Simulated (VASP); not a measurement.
# AlAu4 in VASP: notebook

AlAu4 is run at these levels: PBEsol; tasks: single point.

All numbers are computed with VASP 6.6.1; they aren't measurements. Logs are shortened: lines on timing, memory, paths and dates and some standing lists are left out, and cuts for length are marked.

## 1. The cell of the first run

The typed cell holds 5 atoms: a = 2.961 Å, b = 2.989 Å, c = 10.964 Å, α = 93.93°, β = 94.22°, γ = 70.36°.

## 2. Single point, PBEsol (atoms moved at random and the cell strained at random)

INCAR

```
PREC     = Accurate       # precision mode
ENCUT    = 520            # plane-wave cutoff, eV
EDIFF    = 1E-6           # SCF threshold, eV
ISMEAR   = 0              # smearing method
SIGMA    = 0.1            # smearing width, eV
LREAL    = False          # projectors in reciprocal space
LASPH    = True           # aspherical terms in the spheres
NELM     = 60             # most SCF steps
ALGO     = Fast           # electronic algorithm
ISIF     = 2              # what is computed and relaxed
LWAVE    = False          # write WAVECAR
LCHARG   = False          # write CHGCAR
GGA      = PS             # functional
NBANDS   = 32             # bands
```

KPOINTS

```
Automatic mesh
0
Gamma
  12 12 4
```

POSCAR

```
AlAu4
1.0
    2.4232731771     -1.7022648215     -0.0021368503
    2.4404141471      1.7265119715      0.0059194056
   -0.9615520213      0.0207203561     10.9219042049
Al Au
1 4
Direct
   -0.0002605191     -0.0027166229      0.0003218383
    0.5992252338      0.6197024880      0.8222780337
    0.1954112606      0.2034038072      0.6080299146
    0.8142510723      0.7978109292      0.3932767490
    0.3913781149      0.3817987270      0.1760943840
```

Potentials or basis: VASP PAW PBE potentials, release 64 (Al, Au).

On the command line:

```bash
$ cat potpaw_PBE.64/Al/POTCAR potpaw_PBE.64/Au/POTCAR > POTCAR
$ mpirun -np 1 vasp_std > vasp.out
```

OUTCAR:

```text
PREC = Accurate
   ENCUT = 520
   EDIFF = 1E-6
   ISMEAR = 0
   LREAL = False
   LASPH = True
   NELM = 60
   ISIF = 2
   GGA = PS

 ion  position               nearest neighbor table
   1  1.000  0.997  0.000-   5 2.58   2 2.60   5 2.66   2 2.66   5 2.68   2 2.71
   2  0.599  0.620  0.822-   1 2.60   1 2.66   1 2.71   3 2.95   3 2.96   3 2.99
   3  0.195  0.203  0.608-   4 2.90   2 2.95   2 2.96   4 2.97   2 2.99   4 3.02
   4  0.814  0.798  0.393-   3 2.90   3 2.97   5 2.98   5 2.99   5 3.00   3 3.02
   5  0.391  0.382  0.176-   1 2.58   1 2.66   1 2.68   4 2.98   4 2.99   4 3.00

  LATTYP: Found a triclinic cell.
 ALAT       =     2.9614123285
 B/A-ratio  =     1.1578357628
 C/A-ratio  =     3.7023446381
 COS(alpha) =     0.0037918871
 COS(beta)  =     0.0735680782
 COS(gamma) =     0.5707174698

  Lattice vectors:

 A1 = (   2.4232731771,  -1.7022648215,  -0.0021368503)
 A2 = (  -0.0171409700,  -3.4287767930,  -0.0080562559)
 A3 = (   0.9615520213,  -0.0207203561, -10.9219042049)

Analysis of symmetry for initial positions (statically):
=====================================================================
 Subroutine PRICEL returns:
 Original cell was already a primitive cell.

 Routine SETGRP: Setting up the symmetry group for a
 triclinic supercell.

 Subroutine GETGRP returns: Found  1 space group operations
 (whereof  1 operations were pure point group operations)
 out of a pool of  2 trial point group operations.

The static configuration has the point symmetry C_1 .

Analysis of symmetry for dynamics (positions and initial velocities):
=====================================================================
 Subroutine PRICEL returns:
 Original cell was already a primitive cell.

 Routine SETGRP: Setting up the symmetry group for a
 triclinic supercell.

 Subroutine GETGRP returns: Found  1 space group operations
 (whereof  1 operations were pure point group operations)
 out of a pool of  2 trial point group operations.

The dynamic configuration has the point symmetry C_1 .

 Subroutine INISYM returns: Found  1 space group operations
 (whereof  1 operations are pure point group operations),
 and found     1 'primitive' translations

----------------------------------------------------------------------------------------

                                     Primitive cell

  volume of cell :      91.0730

  direct lattice vectors                    reciprocal lattice vectors
[... 95 lines left out ...]
   EDIFFG = 0.1E-04   stopping-criterion for IOM
   NSW    =      0    number of steps for IOM
   IBRION =     -1    ionic relax: 0-MD 1-quasi-New 2-CG
   NFREE  =      0    steps in history (QN), initial steepest desc. (CG)
   ISIF   =      2    stress and relaxation
   ISYM   =      2    0-nonsym 1-usesym 2-fastsym
   POTIM  = 0.5000    time-step for ionic-motion
   TEBEG  =    0.0;   TEEND  =   0.0 temperature during run
   PSTRESS=    0.0 pullay stress
   NELECT =      47.0000    total number of electrons
   NUPDOWN=      -1.0000    fix difference up-down
   EMIN   =  10.00;   EMAX   =-10.00  energy-range for DOS
   EFERMI =   0.00;   METHOD = LEGACY
   ISMEAR =     0;   SIGMA  =   0.10  broadening in eV -4-tet -1-fermi 0-gaus
   EFERMI_NEDOS =   21; number of points for ismear=-14 and -15
   IALGO  =     68    algorithm
   IMIX   =      4    mixing-type and parameters
     AMIX     =   0.40;   BMIX     =  1.00
     AMIX_MAG =   1.60;   BMIX_MAG =  1.00
  volume/ion in A,a.u.               =      18.21       122.92
  Fermi-wavevector in a.u.,A,eV,Ry     =   1.313139  2.481474 23.461006  1.724335
  Thomas-Fermi vector in A             =   2.443483
   LORBIT       =      0    0 simple, 1 ext, 2 COOP (PROOUT), +10 PAW based schemes
   GGA     = PS    functional components
   LHFCALC =     F    Hartree Fock is set to
   AEXX    =    0.0000 exact exchange contribution
   IVDW    =     0    specifies the selected vdW correction
   LEPSILON=     F    determine dielectric tensor
   LRPA    =     F    only Hartree local field effects (RPA)
 non-spin polarized calculation
 RMM-DIIS sequential band-by-band and
 Gauss-broadening in eV      SIGMA  =   0.10
  energy-cutoff  :      520.00
  volume of cell :       91.07
 maximum number of plane-waves:      2489
 NGX is ok and might be reduce to    24
   NGX = 11   NGY = 11   NGZ = 41

 number of electron      47.0000000 magnetization

 Free energy of the ion-electron system (eV)
  ---------------------------------------------------
  ext. energy  EPLUGINS =         0.00000000
  ---------------------------------------------------
  free energy    TOTEN  =       -20.28503673 eV

  energy without entropy =      -20.27746440  energy(sigma->0) =      -20.28125056

 E-fermi :   8.0078     XC(G=0): -11.9508

 val. band max:        8.0023583690   @ k =  -0.1667   0.4167   0.0000
 cond. band min:       8.0080480081   @ k =   0.5000   0.2500   0.5000
 fundamental gap:      0.0056896391
 Fermi energy:         8.0077868026

 k-point     1 :       0.0000    0.0000    0.0000
  band No.  band energies     occupation
      1      -2.1439      2.00000
      2      -0.1626      2.00000
      3       0.2366      2.00000
      4       1.6586      2.00000
      5       1.7545      2.00000
      6       2.4809      2.00000
[... 829 lines left out ...]
     31      16.4480      0.00000
     32      17.3242      0.00000

 [... further k-points ...]

------------------------ aborting loop because EDIFF is reached ----------------------------------------

  FORCE on cell =-STRESS in cart. coord.  units (eV):
  Direction    XX          YY          ZZ          XY          YZ          ZX
  --------------------------------------------------------------------------------------
  -------------------------------------------------------------------------------------
  Total       -4.7309630     -4.9500326     -5.6590406     -0.0010904      0.0186452     -0.2041618
  in kB      -83.2281750    -87.0820970    -99.5551265     -0.0191818      0.3280110     -3.5916608
  external PRESSURE =     -89.9551328 kB  Pullay stress =       0.0000000 kB

 VOLUME and BASIS-vectors are now :
 -----------------------------------------------------------------------------
  energy-cutoff  :      520.00
  volume of cell :       91.07
      direct lattice vectors                 reciprocal lattice vectors
     2.423273177 -1.702264822 -0.002136850     0.207050065 -0.292728406  0.018783798
     2.440414147  1.726511971  0.005919406     0.204143094  0.290587723  0.017421241
    -0.961552021  0.020720356 10.921904205    -0.000070132 -0.000214763  0.091553359

 POSITION                                       TOTAL-FORCE (eV/Angst)
 -----------------------------------------------------------------------------------
      4.85612      0.02001      0.00728        -0.024808      0.025997     -0.088993
      2.17375      0.06692      8.98323         0.057227     -0.038355     -0.045361
      0.38527      0.03114      6.64163         0.025157     -0.005016     -0.151414
      3.54199     -0.00049      4.29831        -0.040790      0.019734      0.076068
      1.71084     -0.00340      1.92471        -0.016786     -0.002360      0.209699
 -----------------------------------------------------------------------------------
    total drift:                                0.000010      0.000051     -0.000032

  FREE ENERGIE OF THE ION-ELECTRON SYSTEM (eV)
  ---------------------------------------------------
  free  energy   TOTEN  =       -20.2850367311 eV

  energy  without entropy=      -20.2774643972  energy(sigma->0) =      -20.28125056
```

stdout:

```text
POSCAR found type information on POSCAR AlAu
 POSCAR found :  2 types and       5 ions
 scaLAPACK will be used
 -----------------------------------------------------------------------------
|                                                                             |
|                                                                             |
|     You enforced a specific xc type in the INCAR file but a different       |
|     I HOPE YOU KNOW WHAT YOU ARE DOING!                                     |
|                                                                             |
 -----------------------------------------------------------------------------

 LDA part: xc-table for (Slater+PW92), standard interpolation
 POSCAR, INCAR and KPOINTS ok, starting setup
 FFT: planning ... GRIDC
 FFT: planning ... GRID_SOFT
 FFT: planning ... GRID
 WAVECAR not read
 entering main loop
```

Wall time 9.6 min (1 thread of AMD EPYC 7R13 (Zen 3), shared host); peak memory 0.69 GiB.

Results:

```
Free energy            : -20.2850 eV
Pressure               : -9.0 GPa
Largest force          : 0.210 eV/Å
Band gap on the k mesh : zero (an odd number of electrons rules out a gap without spin polarisation)
```

Forces on the atoms (eV/Å):
```
Al  -0.025  0.026 -0.089
Au   0.057 -0.038 -0.045
Au   0.025 -0.005 -0.151
Au  -0.041  0.020  0.076
Au  -0.017 -0.002  0.210
```

Stress tensor (GPa, compression positive):
```
-8.32  0.00 -0.36
 0.00 -8.71  0.03
-0.36  0.03 -9.96
```

Levels at points of the mesh, in eV from the Fermi level:
```
           k point  band 20  band 21  band 22  band 23  band 24  band 25  band 26  band 27  band 28  band 29
(0.00, 0.00, 0.00)    -2.99    -2.53    -2.37    -2.28    -2.15    -2.13     5.62     5.90     8.50     8.90
(0.50, 0.00, 0.00)    -2.09    -2.03    -1.65    -0.86    -0.02     0.01     0.59     3.04     3.85     4.62
(0.00, 0.50, 0.00)    -2.11    -2.09    -1.70    -0.94    -0.17    -0.11     0.43     3.07     3.82     4.56
(0.50, 0.50, 0.00)    -1.66    -1.08    -0.87     0.91     1.11     1.48     2.30     3.12     3.35     5.43
(0.00, 0.00, 0.50)    -3.05    -2.99    -2.52    -2.28    -2.14    -0.33     3.22     8.46     8.92     9.22
(0.50, 0.00, 0.50)    -2.11    -1.60    -1.35    -0.54    -0.19     0.30     0.46     2.07     3.39     5.57
(0.00, 0.50, 0.50)    -2.12    -1.66    -1.42    -0.62    -0.28     0.10     0.34     2.07     3.25     5.54
(0.50, 0.50, 0.50)    -1.66    -1.44    -0.71     0.45     1.46     1.68     2.02     3.32     4.02     4.46
```

Caveat: the cell differs from its parent crystal (atoms moved at random and the cell strained at random); the cell stands under tension; the PAW data sets were made with another functional, which shifts forces and pressure a little; spin-orbit coupling is left out, which moves the levels of the heavy elements.

## 3. Single point, PBEsol (strained and its atoms moved)

INCAR

```
  PREC = Accurate
  ENCUT = 520
  EDIFF = 1E-6
  ISMEAR = 0
  SIGMA = 0.1
  LREAL = False
  LASPH = True
  NELM = 100
  ALGO = Fast
  ISIF = 2
  LWAVE = False
  LCHARG = True
  GGA = PS
  LELF = True
  LVHAR = True
  NBANDS = 32
```

KPOINTS is that of step 2.

POSCAR

```
AlAu4
1.0
    2.3887322294     -1.8113891457     -0.0722565070
    2.3887322294      1.8113891457     -0.0722565070
   -1.2769136604      0.0000000000     11.2689229146
Al Au
1 4
Direct
    0.0000000000      0.0000000000      0.0000000000
    0.5912874122      0.5912874122      0.8130123237
    0.2090413298      0.2090413298      0.6234723388
    0.7909586702      0.7909586702      0.3765276612
    0.4087125878      0.4087125878      0.1869876763
```

Potentials or basis: VASP PAW PBE potentials, release 64 (Al, Au).

On the command line:

```bash
$ cat potpaw_PBE.64/Al/POTCAR potpaw_PBE.64/Au/POTCAR > POTCAR
$ mpirun -np 1 vasp_std > vasp.out
```

It took 3.9 min on 1 thread of Intel Xeon Platinum 8488C (Sapphire Rapids), shared host; peak memory 0.5 GiB.

Results (log left out):

```
Free energy            : -19.4372 eV
Pressure               : -9.4 GPa
Largest force          : 1.576 eV/Å
Band gap on the k mesh : zero (an odd number of electrons rules out a gap without spin polarisation)
```

Forces on the atoms (eV/Å):
```
Al   0.000  0.000  0.000
Au   0.683  0.000  1.420
Au  -0.602  0.000 -1.287
Au   0.602  0.000  1.287
Au  -0.683  0.000 -1.420
```

Stress tensor (GPa, compression positive):
```
 -8.43   0.00   2.32
  0.00 -11.29   0.00
  2.32   0.00  -8.61
```

Levels at points of the mesh, in eV from the Fermi level:
```csv
k point,band 22,band 23,band 24,band 25,band 26,band 27
"(0.00, 0.00, 0.00)",-2.36,-2.33,-1.94,-1.73,5.00,5.33
"(0.50, 0.00, 0.00)",-1.52,-0.85,0.01,0.11,0.48,2.28
"(0.50, 0.50, 0.00)",-0.45,1.29,1.50,2.00,2.30,2.40
"(0.00, 0.00, 0.50)",-2.35,-2.28,-1.98,-0.12,2.67,8.02
"(0.50, 0.00, 0.50)",-1.33,-0.49,-0.06,0.31,0.42,1.61
"(0.50, 0.50, 0.50)",-0.32,0.98,1.80,1.90,2.21,2.58
```

Caveat: the cell differs from its parent crystal (strained and its atoms moved); the cell stands under tension; the PAW data sets were made with another functional, which shifts forces and pressure a little; spin-orbit coupling is left out, which moves the levels of the heavy elements.

## 4. Single point, PBEsol (strained)

INCAR

```
PREC = Accurate
ENCUT = 520
EDIFF = 1E-6
ISMEAR = 0
SIGMA = 0.1
LREAL = F
LASPH = T
NELM = 60
ALGO = Fast
ISIF = 2
LWAVE = F
LCHARG = F
GGA = PS
NBANDS = 32
```

KPOINTS is that of step 3.

POSCAR

```
AlAu4
1.0
    2.3869621874     -1.8062811367      0.1416033560
    2.3869621874      1.8062811367      0.1416033560
   -0.3170303177      0.0000000000     11.8524307674
Al Au
1 4
Direct
    0.0000000000      0.0000000000      0.0000000000
    0.6029432249      0.6029432249      0.8154572604
    0.2083939881      0.2083939881      0.6064633607
    0.7916060119      0.7916060119      0.3935366393
    0.3970567751      0.3970567751      0.1845427396
```

Potentials or basis: VASP PAW PBE potentials, release 64 (Al, Au).

On the command line:

```bash
$ cat potpaw_PBE.64/Al/POTCAR potpaw_PBE.64/Au/POTCAR > POTCAR
$ mpirun -np 1 vasp_std > vasp.out
```

OUTCAR:

```text
PREC = Accurate
   ENCUT = 520
   EDIFF = 1E-6
   ISMEAR = 0
   LREAL = F
   LASPH = T
   NELM = 60
   ISIF = 2
   GGA = PS

 ion  position               nearest neighbor table
   1  0.000  0.000  0.000-   2 2.87   2 2.87   5 2.87   5 2.87   2 2.94   5 2.94
   2  0.603  0.603  0.815-   1 2.87   1 2.87   1 2.94   3 3.09   3 3.09   3 3.16
   3  0.208  0.208  0.606-   2 3.09   2 3.09   4 3.12   4 3.12   2 3.16   4 3.27
   4  0.792  0.792  0.394-   5 3.09   5 3.09   3 3.12   3 3.12   5 3.16   3 3.27
   5  0.397  0.397  0.185-   1 2.87   1 2.87   1 2.94   4 3.09   4 3.09   4 3.16

  LATTYP: Found a base centered monoclinic cell.
 ALAT       =     4.7823174276
 B/A-ratio  =     0.7553999349
 C/A-ratio  =     2.4792728990
 COS(beta)  =    -0.0325067458

  Lattice vectors:

 A1 = (  -2.3869621874,   1.8062811367,  -0.1416033560)
 A2 = (  -2.3869621874,  -1.8062811367,  -0.1416033560)
 A3 = (  -0.3170303177,   0.0000000000,  11.8524307674)

Analysis of symmetry for initial positions (statically):
=====================================================================
 Subroutine PRICEL returns:
[... 182 lines left out ...]
 cond. band min:       6.4830397911   @ k =   0.5000   0.0000   0.5000
 fundamental gap:      0.0063833718
 Fermi energy:         6.4791092648

 k-point     1 :       0.0000    0.0000    0.0000
  band No.  band energies     occupation
      1      -2.6786      2.00000
      2      -0.8822      2.00000
      3      -0.5724      2.00000
      4       0.7885      2.00000
      5       0.8258      2.00000
      6       1.4408      2.00000
[... 829 lines left out ...]
     31      11.7315      0.00000
     32      13.7383      0.00000

 [... further k-points ...]

------------------------ aborting loop because EDIFF is reached ----------------------------------------

  FORCE on cell =-STRESS in cart. coord.  units (eV):
  Direction    XX          YY          ZZ          XY          YZ          ZX
  --------------------------------------------------------------------------------------
  -------------------------------------------------------------------------------------
  Total      -10.3809569    -10.4329205    -13.1591591      0.0000000      0.0000000     -1.2248116
  in kB     -162.4766936   -163.2899970   -205.9594964      0.0000000      0.0000000    -19.1700387
  external PRESSURE =    -177.2420623 kB  Pullay stress =       0.0000000 kB

 VOLUME and BASIS-vectors are now :
 -----------------------------------------------------------------------------
  energy-cutoff  :      520.00
  volume of cell :      102.37
      direct lattice vectors                 reciprocal lattice vectors
     2.386962187 -1.806281137  0.141603356     0.209139408 -0.276811837  0.005594087
     2.386962187  1.806281137  0.141603356     0.209139408  0.276811837  0.005594087
    -0.317030318  0.000000000 11.852430767    -0.004997260  0.000000000  0.084237211

 POSITION                                       TOTAL-FORCE (eV/Angst)
 -----------------------------------------------------------------------------------
      0.00000      0.00000      0.00000         0.000000      0.000000      0.000000
      2.61988      0.00000      9.83591         0.135957      0.000000      0.384251
      0.80259      0.00000      7.24708         0.019703      0.000000     -0.082446
      3.65430      0.00000      4.88855        -0.019703      0.000000      0.082446
      1.83701      0.00000      2.29973        -0.135957      0.000000     -0.384251
 -----------------------------------------------------------------------------------
    total drift:                                0.000000     -0.000000      0.000000

  FREE ENERGIE OF THE ION-ELECTRON SYSTEM (eV)
  ---------------------------------------------------
  free  energy   TOTEN  =       -19.0145289675 eV

  energy  without entropy=      -19.0033367804  energy(sigma->0) =      -19.00893287
```

It took 4 min on 1 thread of Intel Xeon Platinum 8488C (Sapphire Rapids), shared host; peak memory 0.53 GiB.

What came out:

```
Free energy            : -19.0145 eV
Pressure               : -17.7 GPa
Largest force          : 0.408 eV/Å
Band gap on the k mesh : zero (an odd number of electrons rules out a gap without spin polarisation)
```

Forces on the atoms (eV/Å):
```
Al   0.000  0.000  0.000
Au   0.136  0.000  0.384
Au   0.020  0.000 -0.082
Au  -0.020  0.000  0.082
Au  -0.136  0.000 -0.384
```

Caveat: the cell differs from its parent crystal (strained); the cell stands under tension; the PAW data sets were made with another functional, which shifts forces and pressure a little; spin-orbit coupling is left out, which moves the levels of the heavy elements.

## 5. Overview

| cell | gap on the mesh (eV) | pressure (GPa) | largest force (eV/Å) |
| --- | --- | --- | --- |
| a = 2.961, b = 2.989, c = 10.964 Å, angles 93.9, 94.2, 70.4°, 5 atoms, atomic positions A | none | -9.0 | 0.21 |
| a = 2.999, b = 2.999, c = 11.341 Å, angles 96.5, 96.5, 74.3°, 5 atoms, atomic positions B | none | -9.4 | 1.58 |
| a = 2.997, b = 2.997, c = 11.857 Å, angles 88.5, 88.5, 74.1°, 5 atoms, atomic positions C | none | -17.7 | 0.41 |

Alike in all rows: task single point; level PBEsol; potentials or basis VASP PAW PBE potentials, release 64 (Al, Au); no spin polarisation; k mesh 12 × 12 × 4; cutoff (eV) 520; smearing gaussian 0.1 eV.

Caveats: the cell stands under tension; the PAW data sets were made with another functional, which shifts forces and pressure a little; spin-orbit coupling is left out, which moves the levels of the heavy elements.

Absolute energies hang on the potentials; compare differences alone.
